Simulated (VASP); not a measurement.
Input of a VASP 6.6.1 run:

The input POSCAR:

```
Ir
1.0
    0.0000000000      1.9676925000      1.8237150000
    1.9676925000      0.0000000000      1.8237150000
    1.9676925000      1.9676925000      0.0000000000
Ir
1
Direct
    0.0000000000      0.0000000000      0.0000000000
```

The input INCAR.step1:

```
  PREC = Accurate
  ENCUT = 520
  ISMEAR = 0
  SIGMA = 0.15
  LREAL = False
  LASPH = True
  NELM = 60
  NBANDS = 10
  GGA = PE
  ALGO = Normal
  EDIFF = 1E-4
  LWAVE = True
  LCHARG = False
```

File INCAR.step2:

```
  PREC = Accurate
  ENCUT = 520
  EDIFF = 1E-6
  ISMEAR = 0
  SIGMA = 0.15
  LREAL = False
  LASPH = True
  NELM = 60
  ALGO = Normal
  ISIF = 2
  LWAVE = False
  LCHARG = False
  METAGGA = R2SCAN
  LMIXTAU = True
  NBANDS = 10
  ISTART = 1
```

File KPOINTS:

```
regular mesh
0
Gamma
  22 22 22
```

Potentials or basis: VASP PAW PBE potentials, release 64 (Ir).

Launch:

```bash
$ cat potpaw_PBE.64/Ir/POTCAR > POTCAR
$ cp INCAR.step1 INCAR
$ mpirun -np 1 vasp_std > vasp.out
$ cp INCAR.step2 INCAR
$ mpirun -np 1 vasp_std > vasp.out
```

(1) Estimate the band gap on the k mesh.

(2) Estimate the pressure.

## Answers

(1) zero (an odd number of electrons rules out a gap without spin polarisation).

(2) 6.1 GPa.

Caveat: the cell differs from its parent crystal (strain +0.025 along x and y, -0.050 along z); the cell stands under pressure; the PAW data sets were made with another functional, which shifts forces and pressure a little; spin-orbit coupling is left out, which moves the levels of the heavy elements.
